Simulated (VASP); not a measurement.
# Ti (P6/mmm) in VASP: a series of runs

Ti is run at these levels: PBE; tasks: single point, relaxation of cell and atoms.

Everything below comes from runs of VASP 6.6.1. Logs are shortened: lines on timing, memory, paths and dates and some standing lists are left out, and cuts for length are marked.

### 1 The cell of the first run

The structure is hexagonal, space group P6/mmm (No. 191). Conventional cell: a = 4.534 Å, b = 4.534 Å, c = 2.844 Å, α = 90.00°, β = 90.00°, γ = 120.00°. Within 3.7 Å of Ti (site symmetry 6/mmm) lie 14 Ti at 2.84 to 2.98 Å. Ti (site symmetry -6m2) has 11 Ti at 2.62 to 2.98 Å within 3.5 Å.

This isn't the form of Ti at room conditions, which is hcp.

### 2 Single point, PBE (biaxial strain in the a-b plane: -1.0 %, then relaxed in part)

Contents of INCAR:

```
PREC     = Accurate       # precision mode
ENCUT    = 550            # plane-wave cutoff, eV
EDIFF    = 1E-6           # SCF threshold, eV
ISMEAR   = 0              # smearing method
SIGMA    = 0.1            # smearing width, eV
LREAL    = False          # projectors in reciprocal space
LASPH    = True           # aspherical terms in the spheres
NELM     = 300            # most SCF steps
ALGO     = All            # electronic algorithm
ISIF     = 2              # what is computed and relaxed
LWAVE    = False          # write WAVECAR
LCHARG   = False          # write CHGCAR
GGA      = PE             # functional
NBANDS   = 25             # bands
GGA_COMPAT= False        
ISEARCH  = 1            
KPAR     = 4
```

Contents of KPOINTS:

```
Automatic mesh
0
Gamma
  12 12 18
```

Contents of POSCAR:

```
Ti
1.0
    4.5337409390      0.0000000000      0.0000000000
   -2.2668704695      3.9263348274      0.0000000000
    0.0000000000      0.0000000000      2.8440648575
Ti
3
Direct
    0.0000000000      0.0000000000      0.0000000000
    0.3333333333      0.6666666667      0.5000000000
    0.6666666667      0.3333333333      0.5000000000
```

Potentials or basis: VASP PAW PBE potentials, release 64 (Ti_sv).

Started as:

```console
cat potpaw_PBE.64/Ti_sv/POTCAR > POTCAR
mpirun -np 4 vasp_std > vasp.out
```

OUTCAR:

```text
PREC = Accurate
   ENCUT = 550
   EDIFF = 1E-6
   ISMEAR = 0
   LREAL = False
   LASPH = True
   NELM = 300
   ISIF = 2
   GGA = PE

 ion  position               nearest neighbor table
   1  0.000  0.000  0.000-
   2  0.333  0.667  0.500-   3 2.62   3 2.62   3 2.62
   3  0.667  0.333  0.500-   2 2.62   2 2.62   2 2.62

  LATTYP: Found a hexagonal cell.
 ALAT       =     4.5337409390
 C/A-ratio  =     0.6273108446

  Lattice vectors:

 A1 = (   4.5337409390,   0.0000000000,   0.0000000000)
 A2 = (  -2.2668704695,   3.9263348274,   0.0000000000)
 A3 = (   0.0000000000,   0.0000000000,   2.8440648575)

Analysis of symmetry for initial positions (statically):
=====================================================================
 Subroutine PRICEL returns:
 Original cell was already a primitive cell.

 Routine SETGRP: Setting up the symmetry group for a
 hexagonal supercell.

 Subroutine GETGRP returns: Found 24 space group operations
 (whereof 24 operations were pure point group operations)
 out of a pool of 24 trial point group operations.

The static configuration has the point symmetry D_6h.

Analysis of symmetry for dynamics (positions and initial velocities):
=====================================================================
 Subroutine PRICEL returns:
 Original cell was already a primitive cell.

 Routine SETGRP: Setting up the symmetry group for a
 hexagonal supercell.

 Subroutine GETGRP returns: Found 24 space group operations
 (whereof 24 operations were pure point group operations)
 out of a pool of 24 trial point group operations.

The dynamic configuration has the point symmetry D_6h.

 Subroutine INISYM returns: Found 24 space group operations
 (whereof 24 operations are pure point group operations),
 and found     1 'primitive' translations

----------------------------------------------------------------------------------------

                                     Primitive cell

  volume of cell :      50.6272

  direct lattice vectors                    reciprocal lattice vectors
     4.533740939  0.000000000  0.000000000     0.220568403  0.127345227  0.000000000
    -2.266870470  3.926334827  0.000000000     0.000000000  0.254690454  0.000000000
     0.000000000  0.000000000  2.844064857     0.000000000  0.000000000  0.351609422

  length of vectors
     4.533740939  4.533740939  2.844064857     0.254690454  0.254690454  0.351609422

  position of ions in fractional coordinates (direct lattice)
     0.000000000  0.000000000  0.000000000
     0.333333333  0.666666667  0.500000000
     0.666666667  0.333333333  0.500000000

  ion indices of the primitive-cell ions
   primitive index   ion index
                 1           1
                 2           2
                 3           3

----------------------------------------------------------------------------------------

 KPOINTS: Automatic mesh

Automatic generation of k-mesh.
 Grid dimensions read from file:
 generate k-points for:   12   12   18

 Generating k-lattice:

  Cartesian coordinates                     Fractional coordinates (reciprocal lattice)
     0.018380700  0.010612102  0.000000000     0.083333333  0.000000000  0.000000000
     0.000000000  0.021224205  0.000000000     0.000000000  0.083333333  0.000000000
     0.000000000  0.000000000  0.019533857     0.000000000  0.000000000  0.055555556

  Length of vectors
     0.021224205  0.021224205  0.019533857

  Shift w.r.t. Gamma in fractional coordinates (k-lattice)
     0.000000000  0.000000000  0.000000000

 Subroutine IBZKPT returns following result:
 ===========================================

 Found    190 irreducible k-points:

 Following reciprocal coordinates:
            Coordinates               Weight
  0.000000  0.000000  0.000000      1.000000
  0.083333  0.000000  0.000000      6.000000
  0.166667  0.000000  0.000000      6.000000
  0.250000  0.000000  0.000000      6.000000
  0.333333  0.000000  0.000000      6.000000
  0.416667  0.000000  0.000000      6.000000
[... 16 lines left out ...]
  0.250000  0.000000  0.055556     12.000000
  0.333333  0.000000  0.055556     12.000000
 [... further k-points ...]
   k-points           NKPTS =    190   k-points in BZ     NKDIM =    190   number of bands    NBANDS=     25
   number of dos      NEDOS =    301   number of ions     NIONS =      3
   total plane-waves  NPLWV =  31104
   dimension x,y,z NGX =    36 NGY =   36 NGZ =   24
   dimension x,y,z NGXF=    72 NGYF=   72 NGZF=   48
   ions per type =               3
   NGX,Y,Z   is equivalent  to a cutoff of  13.20, 13.20, 14.03 a.u.
   NGXF,Y,Z  is equivalent  to a cutoff of  26.40, 26.40, 28.06 a.u.
 SYSTEM =  unknown system
   PREC   = accura    normal or accurate (medium, high low for compatibility)
   ISTART =      0    job   : 0-new  1-cont  2-samecut
   ICHARG =      2    charge: 1-file 2-atom 10-const
   ISPIN  =      1    spin polarized calculation?
   LNONCOLLINEAR =      F non collinear calculations
   LSORBIT =      F    spin-orbit coupling
   LASPH  =      T    aspherical Exc in radial PAW
   ENCUT  =  550.0 eV  40.42 Ry    6.36 a.u.   8.67  8.67  5.44*2*pi/ulx,y,z
   NELM   =    300;   NELMIN=  2; NELMDL= -5     # of ELM steps
   EDIFF  = 0.1E-05   stopping-criterion for ELM
   LREAL  =      F    real-space projection
   EDIFFG = 0.1E-04   stopping-criterion for IOM
   NSW    =      0    number of steps for IOM
   IBRION =     -1    ionic relax: 0-MD 1-quasi-New 2-CG
   NFREE  =      0    steps in history (QN), initial steepest desc. (CG)
   ISIF   =      2    stress and relaxation
   ISYM   =      2    0-nonsym 1-usesym 2-fastsym
   POTIM  = 0.5000    time-step for ionic-motion
   TEBEG  =    0.0;   TEEND  =   0.0 temperature during run
   PSTRESS=    0.0 pullay stress
   NELECT =      36.0000    total number of electrons
   NUPDOWN=      -1.0000    fix difference up-down
   EMIN   =  10.00;   EMAX   =-10.00  energy-range for DOS
   EFERMI =   0.00;   METHOD = LEGACY
   ISMEAR =     0;   SIGMA  =   0.10  broadening in eV -4-tet -1-fermi 0-gaus
   EFERMI_NEDOS =   21; number of points for ismear=-14 and -15
   IALGO  =     58    algorithm
   IMIX   =      4    mixing-type and parameters
     AMIX     =   0.40;   BMIX     =  1.00
     AMIX_MAG =   1.60;   BMIX_MAG =  1.00
  volume/ion in A,a.u.               =      16.88       113.88
  Fermi-wavevector in a.u.,A,eV,Ry     =   1.461216  2.761298 29.050519  2.135153
  Thomas-Fermi vector in A             =   2.577574
   LORBIT       =      0    0 simple, 1 ext, 2 COOP (PROOUT), +10 PAW based schemes
   GGA     = PE    functional components
   LHFCALC =     F    Hartree Fock is set to
   AEXX    =    0.0000 exact exchange contribution
   IVDW    =     0    specifies the selected vdW correction
   LEPSILON=     F    determine dielectric tensor
   LRPA    =     F    only Hartree local field effects (RPA)
 non-spin polarized calculation
 Gauss-broadening in eV      SIGMA  =   0.10
  energy-cutoff  :      550.00
  volume of cell :       50.63
 maximum number of plane-waves:      1498
 NGX is ok and might be reduce to    36
   NGX = 17   NGY = 17   NGZ = 11

 number of electron      36.0000002 magnetization

 Free energy of the ion-electron system (eV)
  ---------------------------------------------------
  ext. energy  EPLUGINS =         0.00000000
  ---------------------------------------------------
  free energy    TOTEN  =       -23.52192141 eV

  energy without entropy =      -23.50846948  energy(sigma->0) =      -23.51519545

 E-fermi :   8.5458     XC(G=0): -11.6328

 val. band max:        8.5459579073   @ k =   0.3333   0.2500   0.3889
 cond. band min:       8.5563947634   @ k =   0.3333   0.1667   0.3333
 fundamental gap:      0.0104368561
 Fermi energy:         8.5457846719

 k-point     1 :       0.0000    0.0000    0.0000
  band No.  band energies     occupation
      1     -48.3393      2.00000
      2     -48.0692      2.00000
      3     -47.8887      2.00000
      4     -24.6587      2.00000
      5     -24.6587      2.00000
      6     -24.5555      2.00000
[... 17 lines left out ...]
     24      10.3445      0.00000
     25      10.3922      0.00000

 k-point     2 :       0.0833    0.0000    0.0000
  band No.  band energies     occupation
      1     -48.3383      2.00000
      2     -48.0674      2.00000
      3     -47.8917      2.00000
      4     -24.6846      2.00000
      5     -24.6795      2.00000
      6     -24.5294      2.00000
[... 17 lines left out ...]
     24      10.1186      0.00000
     25      10.6128      0.00000

 k-point     3 :       0.1667    0.0000    0.0000
  band No.  band energies     occupation
      1     -48.3354      2.00000
      2     -48.0618      2.00000
      3     -47.9005      2.00000
      4     -24.7300      2.00000
      5     -24.7029      2.00000
      6     -24.4834      2.00000
[... 17 lines left out ...]
     24      10.0986      0.00000
     25      10.9000      0.00000

 k-point     4 :       0.2500    0.0000    0.0000
  band No.  band energies     occupation
      1     -48.3316      2.00000
      2     -48.0524      2.00000
      3     -47.9140      2.00000
      4     -24.7728      2.00000
      5     -24.7052      2.00000
      6     -24.4396      2.00000
[... 17 lines left out ...]
     24      10.3598      0.00000
     25      11.1716      0.00000

 k-point     5 :       0.3333    0.0000    0.0000
  band No.  band energies     occupation
      1     -48.3280      2.00000
      2     -48.0400      2.00000
      3     -47.9305      2.00000
      4     -24.8065      2.00000
      5     -24.6844      2.00000
      6     -24.4050      2.00000
[... 17 lines left out ...]
     24      10.6779      0.00000
     25      11.2897      0.00000

 k-point     6 :       0.4167    0.0000    0.0000
  band No.  band energies     occupation
      1     -48.3254      2.00000
      2     -48.0271      2.00000
      3     -47.9463      2.00000
      4     -24.8278      2.00000
      5     -24.6503      2.00000
      6     -24.4023      2.00000
[... 17 lines left out ...]
     24      10.7956      0.00000
     25      11.0321      0.00000
[... 393 lines left out ...]
 k-point    21 :       0.0833    0.0000    0.0556
  band No.  band energies     occupation
      1     -48.3363      2.00000
      2     -48.0662      2.00000
      3     -47.8902      2.00000
      4     -24.6813      2.00000
      5     -24.6764      2.00000
      6     -24.5281      2.00000
[... 17 lines left out ...]
     24      10.1605      0.00000
     25      10.6594      0.00000

 k-point    22 :       0.1667    0.0000    0.0556
  band No.  band energies     occupation
      1     -48.3336      2.00000
      2     -48.0605      2.00000
      3     -47.8990      2.00000
      4     -24.7261      2.00000
      5     -24.6997      2.00000
      6     -24.4829      2.00000
[... 17 lines left out ...]
     24      10.1098      0.00000
     25      10.9675      0.00000

 k-point    23 :       0.2500    0.0000    0.0556
  band No.  band energies     occupation
      1     -48.3299      2.00000
      2     -48.0510      2.00000
      3     -47.9125      2.00000
      4     -24.7684      2.00000
      5     -24.7024      2.00000
      6     -24.4400      2.00000
[... 17 lines left out ...]
     24      10.3469      0.00000
     25      11.1989      0.00000

 k-point    24 :       0.3333    0.0000    0.0556
  band No.  band energies     occupation
      1     -48.3263      2.00000
      2     -48.0385      2.00000
      3     -47.9290      2.00000
      4     -24.8017      2.00000
      5     -24.6825      2.00000
      6     -24.4062      2.00000
[... 17 lines left out ...]
     24      10.6632      0.00000
     25      11.3529      0.00000

 [... further k-points ...]

------------------------ aborting loop because EDIFF is reached ----------------------------------------

  FORCE on cell =-STRESS in cart. coord.  units (eV):
  Direction    XX          YY          ZZ          XY          YZ          ZX
  --------------------------------------------------------------------------------------
  -------------------------------------------------------------------------------------
  Total        0.7530118      0.7530118     -0.0755054      0.0000000      0.0000000      0.0000000
  in kB       23.8302640     23.8302640     -2.3894907      0.0000000      0.0000000      0.0000000
  external PRESSURE =      15.0903457 kB  Pullay stress =       0.0000000 kB

 VOLUME and BASIS-vectors are now :
 -----------------------------------------------------------------------------
  energy-cutoff  :      550.00
  volume of cell :       50.63
      direct lattice vectors                 reciprocal lattice vectors
     4.533740939  0.000000000  0.000000000     0.220568403  0.127345227  0.000000000
    -2.266870470  3.926334827  0.000000000     0.000000000  0.254690454  0.000000000
     0.000000000  0.000000000  2.844064857     0.000000000  0.000000000  0.351609422

 POSITION                                       TOTAL-FORCE (eV/Angst)
 -----------------------------------------------------------------------------------
      0.00000      0.00000      0.00000         0.000000      0.000000      0.000000
     -0.00000      2.61756      1.42203         0.000000      0.000000     -0.000000
      2.26687      1.30878      1.42203        -0.000000     -0.000000      0.000000
 -----------------------------------------------------------------------------------
    total drift:                                0.000000      0.000000     -0.000000

  FREE ENERGIE OF THE ION-ELECTRON SYSTEM (eV)
  ---------------------------------------------------
  free  energy   TOTEN  =       -23.5219214114 eV

  energy  without entropy=      -23.5084705016  energy(sigma->0) =      -23.51519596
```

Run time: 90 s. Hardware: 4 MPI ranks of Intel Xeon Platinum 8375C at 2.90GHz (Ice Lake), shared host; peak memory 0.53 GiB.

What came out:

| Quantity | Value |
| --- | --- |
| Free energy | -23.5219 eV |
| Pressure | 1.5 GPa |
| Band gap on the k mesh | zero (bands 18 and 19 overlap by 0.36 eV) |

Caveat: the cell differs from its parent crystal (biaxial strain in the a-b plane: -1.0 %, then relaxed in part).

(Continued in part 2 of 2.)
